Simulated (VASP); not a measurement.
# GaSb (F-43m) in VASP: further runs

GaSb is run at these levels: PBEsol; tasks: single point.

Program: VASP 6.6.1. These are calculated values, not measurements. Logs are shortened: lines on timing, memory, paths and dates and some standing lists are left out, and cuts for length are marked.

### 1 The cell of the first run

Symmetry: F-43m, No. 216, cubic system. The conventional cell has a = 5.986 Å, b = 5.986 Å, c = 5.986 Å, α = 90.00°, β = 90.00°, γ = 90.00°. Ga (site symmetry -43m) has 4 Sb at 2.59 Å within 3.4 Å. Within 3.4 Å of Sb (site symmetry -43m) lie 4 Ga at 2.59 Å.

### 2 Single point, PBEsol (volume scaled by 0.94)

The input, INCAR:

```
SYSTEM = GaSb
ALGO = Normal ; EDIFF = 1E-6
ENCUT = 500 ; GGA = PS
GGA_COMPAT = .FALSE. ; ISIF = 2
ISMEAR = 0 ; LASPH = .TRUE.
LCHARG = .FALSE. ; LREAL = .FALSE.
LWAVE = .FALSE. ; NBANDS = 16
NELM = 120 ; PREC = Accurate
SIGMA = 0.1
```

The input, KPOINTS:

```
k-points
0
G
  12 12 12
  0 0 0
```

The input, POSCAR:

```
GaSb
1.0
    0.0000000000      2.9932372933      2.9932372933
    2.9932372933      0.0000000000      2.9932372933
    2.9932372933      2.9932372933      0.0000000000
Ga Sb
1 1
Direct
    0.0000000000      0.0000000000      0.0000000000
    0.2500000000      0.2500000000      0.2500000000
```

Potentials or basis: VASP PAW PBE potentials, release 64 (Ga_d, Sb).

Run with:

```
$ cat potpaw_PBE.64/Ga_d/POTCAR potpaw_PBE.64/Sb/POTCAR > POTCAR
$ mpirun -np 1 vasp_std > vasp.out
```

OUTCAR:

```text
SYSTEM = GaSb
   EDIFF = 1E-6
   ENCUT = 500
   GGA = PS
   ISIF = 2
   ISMEAR = 0
   LASPH = .TRUE.
   LREAL = .FALSE.
   NELM = 120
   PREC = Accurate

 ion  position               nearest neighbor table
   1  0.000  0.000  0.000-   2 2.59   2 2.59   2 2.59   2 2.59
   2  0.250  0.250  0.250-   1 2.59   1 2.59   1 2.59   1 2.59

  LATTYP: Found a face centered cubic cell.
 ALAT       =     5.9864745866

  Lattice vectors:

 A1 = (   0.0000000000,   2.9932372933,   2.9932372933)
 A2 = (   2.9932372933,   0.0000000000,   2.9932372933)
 A3 = (   2.9932372933,   2.9932372933,   0.0000000000)

Analysis of symmetry for initial positions (statically):
=====================================================================
 Subroutine PRICEL returns:
 Original cell was already a primitive cell.

 Routine SETGRP: Setting up the symmetry group for a
 face centered cubic supercell.

 Subroutine GETGRP returns: Found 24 space group operations
 (whereof 24 operations were pure point group operations)
 out of a pool of 48 trial point group operations.

The static configuration has the point symmetry T_d .

Analysis of symmetry for dynamics (positions and initial velocities):
=====================================================================
 Subroutine PRICEL returns:
 Original cell was already a primitive cell.

 Routine SETGRP: Setting up the symmetry group for a
 face centered cubic supercell.

 Subroutine GETGRP returns: Found 24 space group operations
 (whereof 24 operations were pure point group operations)
 out of a pool of 48 trial point group operations.

The dynamic configuration has the point symmetry T_d .

 Subroutine INISYM returns: Found 24 space group operations
 (whereof 24 operations are pure point group operations),
 and found     1 'primitive' translations

----------------------------------------------------------------------------------------

                                     Primitive cell

  volume of cell :      53.6356

  direct lattice vectors                    reciprocal lattice vectors
     0.000000000  2.993237293  2.993237293    -0.167043221  0.167043221  0.167043221
     2.993237293  0.000000000  2.993237293     0.167043221 -0.167043221  0.167043221
     2.993237293  2.993237293  0.000000000     0.167043221  0.167043221 -0.167043221

  length of vectors
     4.233076776  4.233076776  4.233076776     0.289327347  0.289327347  0.289327347

  position of ions in fractional coordinates (direct lattice)
     0.000000000  0.000000000  0.000000000
     0.250000000  0.250000000  0.250000000

  ion indices of the primitive-cell ions
   primitive index   ion index
                 1           1
                 2           2

----------------------------------------------------------------------------------------

 KPOINTS: k-points

Automatic generation of k-mesh.
 Grid dimensions read from file:
 generate k-points for:   12   12   12

 Generating k-lattice:

  Cartesian coordinates                     Fractional coordinates (reciprocal lattice)
    -0.013920268  0.013920268  0.013920268     0.083333333  0.000000000  0.000000000
     0.013920268 -0.013920268  0.013920268     0.000000000  0.083333333  0.000000000
     0.013920268  0.013920268 -0.013920268     0.000000000  0.000000000  0.083333333

  Length of vectors
     0.024110612  0.024110612  0.024110612

  Shift w.r.t. Gamma in fractional coordinates (k-lattice)
     0.000000000  0.000000000  0.000000000

 Subroutine IBZKPT returns following result:
 ===========================================

 Found     72 irreducible k-points:

 Following reciprocal coordinates:
            Coordinates               Weight
  0.000000  0.000000  0.000000      1.000000
  0.083333  0.000000  0.000000      8.000000
  0.166667  0.000000  0.000000      8.000000
  0.250000  0.000000  0.000000      8.000000
  0.333333  0.000000  0.000000      8.000000
  0.416667  0.000000  0.000000      8.000000
[... 16 lines left out ...]
  0.500000  0.166667  0.000000     24.000000
 -0.416667  0.166667  0.000000     24.000000
 [... further k-points ...]
   k-points           NKPTS =     72   k-points in BZ     NKDIM =     72   number of bands    NBANDS=     16
   number of dos      NEDOS =    301   number of ions     NIONS =      2
   total plane-waves  NPLWV =  32768
   dimension x,y,z NGX =    32 NGY =   32 NGZ =   32
   dimension x,y,z NGXF=    64 NGYF=   64 NGZF=   64
   ions per type =               1   1
   NGX,Y,Z   is equivalent  to a cutoff of  12.57, 12.57, 12.57 a.u.
   NGXF,Y,Z  is equivalent  to a cutoff of  25.13, 25.13, 25.13 a.u.
 SYSTEM =  GaSb
   PREC   = accura    normal or accurate (medium, high low for compatibility)
   ISTART =      0    job   : 0-new  1-cont  2-samecut
   ICHARG =      2    charge: 1-file 2-atom 10-const
   ISPIN  =      1    spin polarized calculation?
   LNONCOLLINEAR =      F non collinear calculations
   LSORBIT =      F    spin-orbit coupling
   LASPH  =      T    aspherical Exc in radial PAW
   ENCUT  =  500.0 eV  36.75 Ry    6.06 a.u.   7.72  7.72  7.72*2*pi/ulx,y,z
   NELM   =    120;   NELMIN=  2; NELMDL= -5     # of ELM steps
   EDIFF  = 0.1E-05   stopping-criterion for ELM
   LREAL  =      F    real-space projection
   EDIFFG = 0.1E-04   stopping-criterion for IOM
   NSW    =      0    number of steps for IOM
   IBRION =     -1    ionic relax: 0-MD 1-quasi-New 2-CG
   NFREE  =      0    steps in history (QN), initial steepest desc. (CG)
   ISIF   =      2    stress and relaxation
   ISYM   =      2    0-nonsym 1-usesym 2-fastsym
   POTIM  = 0.5000    time-step for ionic-motion
   TEBEG  =    0.0;   TEEND  =   0.0 temperature during run
   PSTRESS=    0.0 pullay stress
   NELECT =      18.0000    total number of electrons
   NUPDOWN=      -1.0000    fix difference up-down
   EMIN   =  10.00;   EMAX   =-10.00  energy-range for DOS
   EFERMI =   0.00;   METHOD = LEGACY
   ISMEAR =     0;   SIGMA  =   0.10  broadening in eV -4-tet -1-fermi 0-gaus
   EFERMI_NEDOS =   21; number of points for ismear=-14 and -15
   IALGO  =     38    algorithm
   IMIX   =      4    mixing-type and parameters
     AMIX     =   0.40;   BMIX     =  1.00
     AMIX_MAG =   1.60;   BMIX_MAG =  1.00
  volume/ion in A,a.u.               =      26.82       180.98
  Fermi-wavevector in a.u.,A,eV,Ry     =   1.137665  2.149876 17.609781  1.294282
  Thomas-Fermi vector in A             =   2.274370
   LORBIT       =      0    0 simple, 1 ext, 2 COOP (PROOUT), +10 PAW based schemes
   GGA     = PS    functional components
   LHFCALC =     F    Hartree Fock is set to
   AEXX    =    0.0000 exact exchange contribution
   IVDW    =     0    specifies the selected vdW correction
   LEPSILON=     F    determine dielectric tensor
   LRPA    =     F    only Hartree local field effects (RPA)
 non-spin polarized calculation
 Gauss-broadening in eV      SIGMA  =   0.10
  energy-cutoff  :      500.00
  volume of cell :       53.64
 maximum number of plane-waves:      1381
   NGX = 15   NGY = 15   NGZ = 15

 number of electron      18.0000010 magnetization

 Free energy of the ion-electron system (eV)
  ---------------------------------------------------
  ext. energy  EPLUGINS =         0.00000000
  ---------------------------------------------------
  free energy    TOTEN  =        -8.11548939 eV

  energy without entropy =       -8.11548859  energy(sigma->0) =       -8.11548899

 E-fermi :   5.6551     XC(G=0):  -9.5534

 val. band max:        5.4200003026   @ k =   0.0000   0.0000   0.0000
 cond. band min:       5.8856617191   @ k =   0.0000   0.0000   0.0000
 fundamental gap:      0.4656614165
 Fermi energy:         5.6550656740

 k-point     1 :       0.0000    0.0000    0.0000
  band No.  band energies     occupation
      1      -9.7197      2.00000
      2      -9.7197      2.00000
      3      -9.7197      2.00000
      4      -9.6584      2.00000
      5      -9.6584      2.00000
      6      -6.5583      2.00000
[... 8 lines left out ...]
     15      14.1488      0.00000
     16      14.1488      0.00000

 k-point     2 :       0.0833    0.0000    0.0000
  band No.  band energies     occupation
      1      -9.7224      2.00000
      2      -9.7187      2.00000
      3      -9.7187      2.00000
      4      -9.6585      2.00000
      5      -9.6585      2.00000
      6      -6.4806      2.00000
[... 8 lines left out ...]
     15      13.5388      0.00000
     16      13.5388      0.00000

 k-point     3 :       0.1667    0.0000    0.0000
  band No.  band energies     occupation
      1      -9.7294      2.00000
      2      -9.7158      2.00000
      3      -9.7158      2.00000
      4      -9.6588      2.00000
      5      -9.6588      2.00000
      6      -6.2517      2.00000
[... 8 lines left out ...]
     15      13.0266      0.00000
     16      13.0266      0.00000

 k-point     4 :       0.2500    0.0000    0.0000
  band No.  band energies     occupation
      1      -9.7389      2.00000
      2      -9.7122      2.00000
      3      -9.7122      2.00000
      4      -9.6590      2.00000
      5      -9.6590      2.00000
      6      -5.8869      2.00000
[... 8 lines left out ...]
     15      13.0162      0.00000
     16      13.0162      0.00000
[... 324 lines left out ...]
 k-point    22 :       0.4167    0.1667    0.0000
  band No.  band energies     occupation
      1      -9.7573      2.00000
      2      -9.7042      2.00000
      3      -9.7022      2.00000
      4      -9.6635      2.00000
      5      -9.6567      2.00000
      6      -5.0095      2.00000
[... 8 lines left out ...]
     15      14.9508      0.00000
     16      15.4795      0.00000

 k-point    23 :       0.5000    0.1667    0.0000
  band No.  band energies     occupation
      1      -9.7606      2.00000
      2      -9.7033      2.00000
      3      -9.7013      2.00000
      4      -9.6622      2.00000
      5      -9.6574      2.00000
      6      -4.6109      2.00000
[... 8 lines left out ...]
     15      15.4286      0.00000
     16      15.5524      0.00000

 k-point    24 :      -0.4167    0.1667    0.0000
  band No.  band energies     occupation
      1      -9.7605      2.00000
      2      -9.7033      2.00000
      3      -9.7019      2.00000
      4      -9.6607      2.00000
      5      -9.6587      2.00000
      6      -4.5431      2.00000
[... 8 lines left out ...]
     15      14.2242      0.00000
     16      14.6411      0.00000

 [... further k-points ...]
[... 5 lines left out ...]
  --------------------------------------------------------------------------------------
  -------------------------------------------------------------------------------------
  Total        1.2749931      1.2749931      1.2749931      0.0000000      0.0000000      0.0000000
  in kB       38.0859652     38.0859652     38.0859652      0.0000000      0.0000000      0.0000000
  external PRESSURE =      38.0859652 kB  Pullay stress =       0.0000000 kB

 VOLUME and BASIS-vectors are now :
 -----------------------------------------------------------------------------
  energy-cutoff  :      500.00
  volume of cell :       53.64
      direct lattice vectors                 reciprocal lattice vectors
     0.000000000  2.993237293  2.993237293    -0.167043221  0.167043221  0.167043221
     2.993237293  0.000000000  2.993237293     0.167043221 -0.167043221  0.167043221
     2.993237293  2.993237293  0.000000000     0.167043221  0.167043221 -0.167043221

 POSITION                                       TOTAL-FORCE (eV/Angst)
 -----------------------------------------------------------------------------------
      0.00000      0.00000      0.00000        -0.000000     -0.000000     -0.000000
      1.49662      1.49662      1.49662         0.000000      0.000000      0.000000
 -----------------------------------------------------------------------------------
    total drift:                                0.000001      0.000001      0.000001

  FREE ENERGIE OF THE ION-ELECTRON SYSTEM (eV)
  ---------------------------------------------------
  free  energy   TOTEN  =        -8.1154893900 eV

  energy  without entropy=       -8.1154885921  energy(sigma->0) =       -8.11548899
```

It took 39 s on 1 thread of Intel Xeon Platinum 8259CL at 2.50GHz (Skylake/Cascade Lake), shared host; peak memory 0.21 GiB.

Results:

| Item | Value |
| --- | --- |
| Free energy | -8.1155 eV |
| Pressure | 3.8 GPa |
| Band gap on the k mesh | 0.47 eV, direct |

Levels at points of the mesh, in eV from the valence-band top:
| k point | band 5 | band 6 | band 7 | band 8 | band 9 | band 10 | band 11 | band 12 | band 13 | band 14 |
| --- | --- | --- | --- | --- | --- | --- | --- | --- | --- | --- |
| (0.00, 0.00, 0.00) | -15.08 | -11.98 | 0.00 | 0.00 | 0.00 | 0.47 | 2.74 | 2.74 | 2.74 | 5.69 |
| (0.50, 0.00, 0.00) | -15.08 | -10.17 | -6.74 | -1.27 | -1.27 | 0.49 | 3.71 | 3.71 | 6.26 | 9.64 |
| (0.50, 0.50, 0.00) | -15.07 | -9.24 | -7.15 | -2.83 | -2.83 | 0.76 | 1.03 | 9.10 | 9.10 | 10.55 |

Caveat: the PAW data sets were made with another functional, which shifts forces and pressure a little; spin-orbit coupling is left out, which moves the levels of the heavy elements. A k mesh can miss the band edges.

(Part 1 of 2 ends here.)
